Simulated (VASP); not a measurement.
Input of a VASP 6.6.1 run:

INCAR

```
SYSTEM = ScAl3N4
PREC = Accurate
ENCUT = 600
EDIFF = 1E-6
ISMEAR = 0
SIGMA = 0.15
LREAL = .FALSE.
LASPH = .TRUE.
NELM = 120
ALGO = Normal
ISIF = 2
LWAVE = .FALSE.
LCHARG = .FALSE.
GGA = PE
NBANDS = 30
GGA_COMPAT = .FALSE.
```

Contents of KPOINTS:

```
Automatic mesh
0
G
  3 3 3
  0 0 0
```

POSCAR

```
ScAl3N4
1.0
    4.9625941151      0.0000000000      0.0000000000
    0.0000000000      4.9625941151      0.0000000000
    0.0000000000      0.0000000000      4.9625941151
Sc Al N
1 3 4
Direct
    0.0000000000      0.0000000000      0.0000000000
    0.0000000000      0.0000000000      0.5000000000
    0.0000000000      0.5000000000      0.0000000000
    0.5000000000      0.0000000000      0.0000000000
    0.7724999585      0.7724999585      0.2275000415
    0.7724999585      0.2275000415      0.7724999585
    0.2275000415      0.7724999585      0.7724999585
    0.2275000415      0.2275000415      0.2275000415
```

Potentials or basis: VASP PAW PBE potentials, release 64 (Sc_sv, Al, N).

Run with:

```console
$ cat potpaw_PBE.64/Sc_sv/POTCAR potpaw_PBE.64/Al/POTCAR potpaw_PBE.64/N/POTCAR > POTCAR
$ mpirun -np 1 vasp_std > vasp.out
```

Q: What does it give for the pressure?

A: 0.0 GPa.

Q: Estimate the largest force.

A: 0.072 eV/Å.

Forces on the atoms (eV/Å):
```
Sc   0.000  0.000  0.000
Al   0.000  0.000  0.000
Al   0.000  0.000  0.000
Al   0.000  0.000  0.000
N   -0.042 -0.042  0.042
N   -0.042  0.042 -0.042
N    0.042 -0.042 -0.042
N    0.042  0.042  0.042
```

Caveat: the k points lie up to 0.42 Å⁻¹ apart.
